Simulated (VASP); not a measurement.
# HfScS3 (P4mm) in VASP: notebook

The runs below take HfScS3 through single point, relaxation of cell and atoms, with PBE.

All numbers are computed with VASP 6.6.1; they aren't measurements. Logs are shortened: lines on timing, memory, paths and dates and some standing lists are left out, and cuts for length are marked.

### 1 The cell of the first run

Symmetry: P4mm, No. 99, tetragonal system. Conventional cell: a = 4.972 Å, b = 4.972 Å, c = 5.135 Å, α = 90.00°, β = 90.00°, γ = 90.00°. Within 3.1 Å of Hf (site symmetry 4mm) lie 6 S at 2.33 to 2.80 Å. Within 3.4 Å of Sc (site symmetry 4mm) lie 4 S at 2.57 Å. Within 3.1 Å of S (site symmetry 4mm) lie 2 Hf at 2.33 to 2.80 Å. S (site symmetry 2mm) has 2 Hf at 2.52 Å and 2 Sc at 2.57 Å within 3.3 Å.

### 2 Single point, PBE

Input file INCAR:

```
PREC = Accurate ; ENCUT = 520
EDIFF = 1E-6 ; ISMEAR = 0
SIGMA = 0.1 ; LREAL = False
LASPH = True ; NELM = 60
ALGO = Normal ; ISIF = 2
LWAVE = False ; LCHARG = False
GGA = PE ; NBANDS = 28
```

Input file KPOINTS:

```
regular mesh
0
Gamma
  4 4 4
```

Input file POSCAR:

```
HfScS3
1.0
    4.9717285138      0.0000000000      0.0000000000
    0.0000000000      4.9717285138      0.0000000000
    0.0000000000      0.0000000000      5.1347022660
Hf Sc S
1 1 3
Direct
    0.5000000000      0.5000000000      0.3622651611
    0.0000000000      0.0000000000      0.3110848252
    0.5000000000      0.5000000000      0.9076581894
    0.0000000000      0.5000000000      0.4394959122
    0.5000000000      0.0000000000      0.4394959122
```

Potentials or basis: VASP PAW PBE potentials, release 64 (Hf_pv, Sc_sv, S).

The run is started by

```sh
$ cat potpaw_PBE.64/Hf_pv/POTCAR potpaw_PBE.64/Sc_sv/POTCAR potpaw_PBE.64/S/POTCAR > POTCAR
$ mpirun -np 1 vasp_std > vasp.out
```

OUTCAR:

```text
PREC = Accurate
   ENCUT = 520
   EDIFF = 1E-6
   ISMEAR = 0
   LREAL = False
   LASPH = True
   NELM = 60
   ISIF = 2
   GGA = PE

 ion  position               nearest neighbor table
   1  0.500  0.500  0.362-   3 2.33   4 2.52   5 2.52   5 2.52   4 2.52   3 2.80   2 3.53   2 3.53
                             2 3.53   2 3.53
   2  0.000  0.000  0.311-   4 2.57   5 2.57   4 2.57   5 2.57   1 3.53   1 3.53   1 3.53   1 3.53

   3  0.500  0.500  0.908-   1 2.33   1 2.80
   4  0.000  0.500  0.439-   1 2.52   1 2.52   2 2.57   2 2.57
   5  0.500  0.000  0.439-   1 2.52   1 2.52   2 2.57   2 2.57

  LATTYP: Found a simple tetragonal cell.
 ALAT       =     4.9717285138
 C/A-ratio  =     1.0327800989

  Lattice vectors:

 A1 = (   4.9717285138,   0.0000000000,   0.0000000000)
 A2 = (   0.0000000000,   4.9717285138,   0.0000000000)
 A3 = (   0.0000000000,   0.0000000000,   5.1347022660)

Analysis of symmetry for initial positions (statically):
=====================================================================
 Subroutine PRICEL returns:
 Original cell was already a primitive cell.

 Routine SETGRP: Setting up the symmetry group for a
 simple tetragonal supercell.

 Subroutine GETGRP returns: Found  8 space group operations
 (whereof  8 operations were pure point group operations)
 out of a pool of 16 trial point group operations.

The static configuration has the point symmetry C_4v.

Analysis of symmetry for dynamics (positions and initial velocities):
=====================================================================
 Subroutine PRICEL returns:
 Original cell was already a primitive cell.

 Routine SETGRP: Setting up the symmetry group for a
 simple tetragonal supercell.

 Subroutine GETGRP returns: Found  8 space group operations
 (whereof  8 operations were pure point group operations)
 out of a pool of 16 trial point group operations.

The dynamic configuration has the point symmetry C_4v.

 Subroutine INISYM returns: Found  8 space group operations
 (whereof  8 operations are pure point group operations),
 and found     1 'primitive' translations

----------------------------------------------------------------------------------------

                                     Primitive cell

  volume of cell :     126.9200

  direct lattice vectors                    reciprocal lattice vectors
     4.971728514  0.000000000  0.000000000     0.201137290  0.000000000  0.000000000
     0.000000000  4.971728514  0.000000000     0.000000000  0.201137290  0.000000000
     0.000000000  0.000000000  5.134702266     0.000000000  0.000000000  0.194753259

  length of vectors
     4.971728514  4.971728514  5.134702266     0.201137290  0.201137290  0.194753259

  position of ions in fractional coordinates (direct lattice)
     0.500000000  0.500000000  0.362265161
     0.000000000  0.000000000  0.311084825
     0.500000000  0.500000000  0.907658189
     0.000000000  0.500000000  0.439495912
     0.500000000  0.000000000  0.439495912

  ion indices of the primitive-cell ions
   primitive index   ion index
                 1           1
                 2           2
                 3           3
                 4           4
                 5           5

----------------------------------------------------------------------------------------

 KPOINTS: regular mesh

Automatic generation of k-mesh.
 Grid dimensions read from file:
 generate k-points for:    4    4    4

 Generating k-lattice:

  Cartesian coordinates                     Fractional coordinates (reciprocal lattice)
     0.050284323  0.000000000  0.000000000     0.250000000  0.000000000  0.000000000
     0.000000000  0.050284323  0.000000000     0.000000000  0.250000000  0.000000000
     0.000000000  0.000000000  0.048688315     0.000000000  0.000000000  0.250000000

  Length of vectors
     0.050284323  0.050284323  0.048688315

  Shift w.r.t. Gamma in fractional coordinates (k-lattice)
     0.000000000  0.000000000  0.000000000

 Subroutine IBZKPT returns following result:
 ===========================================

 Found     18 irreducible k-points:

 Following reciprocal coordinates:
            Coordinates               Weight
  0.000000  0.000000  0.000000      1.000000
  0.250000  0.000000  0.000000      4.000000
  0.500000  0.000000  0.000000      2.000000
  0.250000  0.250000  0.000000      4.000000
  0.500000  0.250000  0.000000      4.000000
  0.500000  0.500000  0.000000      1.000000
[... 10 lines left out ...]
  0.500000  0.250000  0.500000      4.000000
  0.500000  0.500000  0.500000      1.000000
   k-points           NKPTS =     18   k-points in BZ     NKDIM =     18   number of bands    NBANDS=     28
   number of dos      NEDOS =    301   number of ions     NIONS =      5
   total plane-waves  NPLWV =  64000
   dimension x,y,z NGX =    40 NGY =   40 NGZ =   40
   dimension x,y,z NGXF=    80 NGYF=   80 NGZF=   80
   ions per type =               1   1   3
   NGX,Y,Z   is equivalent  to a cutoff of  13.38, 13.38, 12.95 a.u.
   NGXF,Y,Z  is equivalent  to a cutoff of  26.75, 26.75, 25.90 a.u.
 SYSTEM =  unknown system
   PREC   = accura    normal or accurate (medium, high low for compatibility)
   ISTART =      0    job   : 0-new  1-cont  2-samecut
   ICHARG =      2    charge: 1-file 2-atom 10-const
   ISPIN  =      1    spin polarized calculation?
   LNONCOLLINEAR =      F non collinear calculations
   LSORBIT =      F    spin-orbit coupling
   LASPH  =      T    aspherical Exc in radial PAW
   ENCUT  =  520.0 eV  38.22 Ry    6.18 a.u.   9.24  9.24  9.55*2*pi/ulx,y,z
   NELM   =     60;   NELMIN=  2; NELMDL= -5     # of ELM steps
   EDIFF  = 0.1E-05   stopping-criterion for ELM
   LREAL  =      F    real-space projection
   EDIFFG = 0.1E-04   stopping-criterion for IOM
   NSW    =      0    number of steps for IOM
   IBRION =     -1    ionic relax: 0-MD 1-quasi-New 2-CG
   NFREE  =      0    steps in history (QN), initial steepest desc. (CG)
   ISIF   =      2    stress and relaxation
   ISYM   =      2    0-nonsym 1-usesym 2-fastsym
   POTIM  = 0.5000    time-step for ionic-motion
   TEBEG  =    0.0;   TEEND  =   0.0 temperature during run
   PSTRESS=    0.0 pullay stress
   NELECT =      39.0000    total number of electrons
   NUPDOWN=      -1.0000    fix difference up-down
   EMIN   =  10.00;   EMAX   =-10.00  energy-range for DOS
   EFERMI =   0.00;   METHOD = LEGACY
   ISMEAR =     0;   SIGMA  =   0.10  broadening in eV -4-tet -1-fermi 0-gaus
   EFERMI_NEDOS =   21; number of points for ismear=-14 and -15
   IALGO  =     38    algorithm
   IMIX   =      4    mixing-type and parameters
     AMIX     =   0.40;   BMIX     =  1.00
     AMIX_MAG =   1.60;   BMIX_MAG =  1.00
  volume/ion in A,a.u.               =      25.38       171.30
  Fermi-wavevector in a.u.,A,eV,Ry     =   1.104722  2.087622 16.604696  1.220411
  Thomas-Fermi vector in A             =   2.241199
   LORBIT       =      0    0 simple, 1 ext, 2 COOP (PROOUT), +10 PAW based schemes
   GGA     = PE    functional components
   LHFCALC =     F    Hartree Fock is set to
   AEXX    =    0.0000 exact exchange contribution
   IVDW    =     0    specifies the selected vdW correction
   LEPSILON=     F    determine dielectric tensor
   LRPA    =     F    only Hartree local field effects (RPA)
 non-spin polarized calculation
 Gauss-broadening in eV      SIGMA  =   0.10
  energy-cutoff  :      520.00
  volume of cell :      126.92
 maximum number of plane-waves:      3470
 NGX is ok and might be reduce to    40
   NGX = 19   NGY = 19   NGZ = 19

 number of electron      39.0000002 magnetization

 Free energy of the ion-electron system (eV)
  ---------------------------------------------------
  ext. energy  EPLUGINS =         0.00000000
  ---------------------------------------------------
  free energy    TOTEN  =       -35.02777856 eV

  energy without entropy =      -35.01238176  energy(sigma->0) =      -35.02008016

 E-fermi :   3.9034     XC(G=0):  -8.8010

 val. band max:        3.8983467164   @ k =   0.2500   0.2500   0.0000
 cond. band min:       3.9710838853   @ k =   0.5000   0.5000   0.2500
 fundamental gap:      0.0727371689
 Fermi energy:         3.9034499125

 k-point     1 :       0.0000    0.0000    0.0000
  band No.  band energies     occupation
      1     -47.2154      2.00000
      2     -27.7793      2.00000
      3     -27.7793      2.00000
      4     -27.7533      2.00000
      5     -26.1042      2.00000
      6     -25.7185      2.00000
[... 20 lines left out ...]
     27       6.2153      0.00000
     28       6.7083      0.00000

 k-point     2 :       0.2500    0.0000    0.0000
  band No.  band energies     occupation
      1     -47.2154      2.00000
      2     -27.7846      2.00000
      3     -27.7785      2.00000
      4     -27.7530      2.00000
      5     -26.1040      2.00000
      6     -25.7238      2.00000
[... 20 lines left out ...]
     27       6.6167      0.00000
     28       6.6981      0.00000

 k-point     3 :       0.5000    0.0000    0.0000
  band No.  band energies     occupation
      1     -47.2153      2.00000
      2     -27.7899      2.00000
      3     -27.7776      2.00000
      4     -27.7528      2.00000
      5     -26.1038      2.00000
      6     -25.7291      2.00000
[... 20 lines left out ...]
     27       6.2867      0.00000
     28       6.5253      0.00000

 k-point     4 :       0.2500    0.2500    0.0000
  band No.  band energies     occupation
      1     -47.2153      2.00000
      2     -27.7858      2.00000
      3     -27.7838      2.00000
      4     -27.7528      2.00000
      5     -26.1038      2.00000
      6     -25.7247      2.00000
[... 392 lines left out ...]
     27       6.7177      0.00000
     28       6.9373      0.00000

 k-point    17 :       0.5000    0.2500    0.5000
  band No.  band energies     occupation
      1     -47.2153      2.00000
      2     -27.7910      2.00000
      3     -27.7849      2.00000
      4     -27.7594      2.00000
      5     -26.1042      2.00000
      6     -25.7265      2.00000
[... 20 lines left out ...]
     27       6.7940      0.00000
     28       7.1106      0.00000

 k-point    18 :       0.5000    0.5000    0.5000
  band No.  band energies     occupation
      1     -47.2152      2.00000
      2     -27.7923      2.00000
      3     -27.7923      2.00000
      4     -27.7591      2.00000
      5     -26.1041      2.00000
      6     -25.7240      2.00000
[... 20 lines left out ...]
     27       7.1169      0.00000
     28       7.4977      0.00000

------------------------ aborting loop because EDIFF is reached ----------------------------------------

  FORCE on cell =-STRESS in cart. coord.  units (eV):
  Direction    XX          YY          ZZ          XY          YZ          ZX
  --------------------------------------------------------------------------------------
  -------------------------------------------------------------------------------------
  Total       -0.1469929     -0.1469929     -0.2270871      0.0000000      0.0000000      0.0000000
  in kB       -1.8555679     -1.8555679     -2.8666389      0.0000000      0.0000000      0.0000000
  external PRESSURE =      -2.1925915 kB  Pullay stress =       0.0000000 kB

 VOLUME and BASIS-vectors are now :
 -----------------------------------------------------------------------------
  energy-cutoff  :      520.00
  volume of cell :      126.92
      direct lattice vectors                 reciprocal lattice vectors
     4.971728514  0.000000000  0.000000000     0.201137290  0.000000000  0.000000000
     0.000000000  4.971728514  0.000000000     0.000000000  0.201137290  0.000000000
     0.000000000  0.000000000  5.134702266     0.000000000  0.000000000  0.194753259

 POSITION                                       TOTAL-FORCE (eV/Angst)
 -----------------------------------------------------------------------------------
      2.48586      2.48586      1.86012         0.000000     -0.000000     -0.016590
      0.00000      0.00000      1.59733         0.000000      0.000000     -0.025916
      2.48586      2.48586      4.66055        -0.000000     -0.000000      0.034272
      0.00000      2.48586      2.25668         0.000000     -0.000000      0.004117
      2.48586      0.00000      2.25668         0.000000     -0.000000      0.004117
 -----------------------------------------------------------------------------------
    total drift:                                0.000000     -0.000000     -0.000460

  FREE ENERGIE OF THE ION-ELECTRON SYSTEM (eV)
  ---------------------------------------------------
  free  energy   TOTEN  =       -35.0277785588 eV

  energy  without entropy=      -35.0123817564  energy(sigma->0) =      -35.02008016
```

It took 69 s on 1 thread of AMD EPYC 7R43 (Zen 3), shared host; peak memory 0.23 GiB.

Results:

- Free energy: -35.0278 eV
- Pressure: -0.2 GPa
- Largest force: 0.034 eV/Å

Forces on the atoms (eV/Å):
```
Hf   0.000  0.000 -0.017
Sc   0.000  0.000 -0.026
S    0.000  0.000  0.034
S    0.000  0.000  0.004
S    0.000  0.000  0.004
```

Levels at points of the mesh, in eV from the Fermi level:
```
           k point  band 16  band 17  band 18  band 19  band 20  band 21  band 22  band 23  band 24  band 25
(0.00, 0.00, 0.00)    -2.98    -2.02    -2.02    -1.89    -1.76     0.12     0.53     0.53     0.85     1.43
(0.50, 0.00, 0.00)    -3.97    -2.53    -2.03    -1.92     0.22     0.34     0.44     0.75     1.78     1.86
(0.50, 0.50, 0.00)    -3.82    -2.81    -2.46    -2.46    -0.10     0.85     0.85     1.43     2.28     2.28
(0.00, 0.00, 0.50)    -3.12    -3.12    -2.57    -2.57    -1.73     0.75     0.86     0.93     0.93     2.67
(0.50, 0.00, 0.50)    -4.38    -3.54    -2.74    -1.25     0.35     0.78     0.89     1.00     1.84     2.23
(0.50, 0.50, 0.50)    -4.34    -3.96    -1.09    -1.09     0.36     0.81     0.81     1.32     1.38     2.89
```

Caveat: spin-orbit coupling is left out, which moves the levels of the heavy elements.

### 3 Relaxation of cell and atoms, PBE

This run uses another cell than the first one, of 17.53 Å³/atom, 0.691 times its volume.

Input file INCAR:

```
PREC = Accurate
ENCUT = 600
EDIFF = 1E-6
ISMEAR = 0
SIGMA = 0.1
LREAL = False
LASPH = True
NELM = 80
ALGO = Normal
ISIF = 3
LWAVE = False
LCHARG = False
GGA = PE
IBRION = 2
NSW = 90
EDIFFG = -0.04
```

KPOINTS is that of step 2.

Input file POSCAR:

```
HfScS3
1.0
    4.4240628356      0.0000000000      0.0000000000
    0.0000000000      4.4240628356      0.0000000000
    0.0000000000      0.0000000000      4.4795022195
Hf Sc S
1 1 3
Direct
    0.5000000000      0.5000000000      0.5150000000
    0.0000000000      0.0000000000      0.0000000000
    0.5000000000      0.5000000000      0.9750000000
    0.0000000000      0.5000000000      0.4850000000
    0.5000000000      0.0000000000      0.4850000000
```

Potentials or basis: VASP PAW PBE potentials, release 64 (Hf_pv, Sc_sv, S).

The run is started by

```sh
$ cat potpaw_PBE.64/Hf_pv/POTCAR potpaw_PBE.64/Sc_sv/POTCAR potpaw_PBE.64/S/POTCAR > POTCAR
$ mpirun -np 1 vasp_std > vasp.out
```

Run time: 22 min. Hardware: 1 thread of AMD EPYC 7R43 (Zen 3), shared host; peak memory 0.21 GiB.

The run converged. Its results:

| Property | Result |
| --- | --- |
| Free energy | -34.9549 eV |
| Relaxed volume | 25.43 Å³/atom |
| Relaxed cell | a = 5.027 Å, b = 5.027 Å, c = 5.031 Å, α = 90.00°, β = 90.00°, γ = 90.00° |
| Space group after relaxing (to 0.05 Å) | P4mm (No. 99) |
| Energy gained by relaxing | 996.1 meV/atom |
| Ionic steps | 42 |
| Pressure after relaxing | 0.0 GPa |
| Largest force after relaxing | 0.037 eV/Å |

Forces on the atoms (eV/Å):
```
Hf   0.000  0.000 -0.037
Sc   0.000  0.000  0.015
S    0.000  0.000 -0.030
S    0.000  0.000  0.026
S    0.000  0.000  0.026
```

Stress tensor (GPa, compression positive):
```
 0.02  0.00  0.00
 0.00  0.02  0.00
 0.00  0.00 -0.10
```

The path:
```
step  energy change (eV)  largest force (eV/Å)  pressure (GPa)  volume (Å³)
   1              0.0000                7.2525           42.22        87.67
   3             -3.0568                2.9156            1.67       115.22
   5             -3.0725                2.7860            3.20       112.93
   7             -3.2653                0.7219           -2.01       118.92
   9             -3.3158                0.4355            0.14       115.57
  11             -3.3707                0.7864            0.47       115.11
  13             -3.5346                2.0857            4.43       112.84
  15             -3.5459                1.7302            3.61       113.17
  17             -3.5487                1.7512            3.66       113.16
  19             -3.5605                1.8460            3.86       113.14
  21             -3.5920                2.2477            4.76       113.03
  23             -3.5954                2.4614            5.26       112.97
  25             -3.7337                2.3019            5.05       113.64
  27             -4.2032                1.6716            4.55       116.71
  29             -4.3998                0.5947           -2.40       129.53
  31             -4.7286                0.7351            1.66       124.40
  33             -4.9477                0.7033           -0.72       127.68
  35             -4.9610                0.5714           -0.36       127.16
  37             -4.9776                0.1002            0.40       126.28
  39             -4.9791                0.0990            0.07       126.93
  41             -4.9800                0.0418           -0.11       127.30
  42             -4.9803                0.0370           -0.02       127.15
```

Final structure:
```
Hf Sc S
1.0
     5.02711    0.00000    0.00000
     0.00000    5.02711    0.00000
     0.00000    0.00000    5.03112
Hf Sc S
1 1 3
Direct
  0.50000 0.50000 0.44601
  0.00000 0.00000 0.31087
  0.50000 0.50000 0.91884
  0.00000 0.50000 0.39214
  0.50000 0.00000 0.39214
```

Levels at points of the mesh, in eV from the Fermi level:
```csv
k point,band 17,band 18,band 19,band 20,band 21,band 22
"(0.00, 0.00, 0.00)",-1.69,-1.65,-1.64,-1.64,0.00,0.00
"(0.50, 0.00, 0.00)",-2.35,-1.92,-1.62,0.33,0.56,0.59
"(0.50, 0.50, 0.00)",-2.69,-2.29,-2.29,-0.08,1.03,1.03
"(0.00, 0.00, 0.50)",-3.12,-2.51,-2.51,-1.60,0.66,0.66
"(0.50, 0.00, 0.50)",-3.51,-2.62,-1.07,0.43,0.83,1.07
"(0.50, 0.50, 0.50)",-4.25,-1.04,-1.04,0.51,1.07,1.07
```

Caveat: the volume moved by over 15 % at a fixed basis, so the end points are rough; spin-orbit coupling is left out, which moves the levels of the heavy elements.
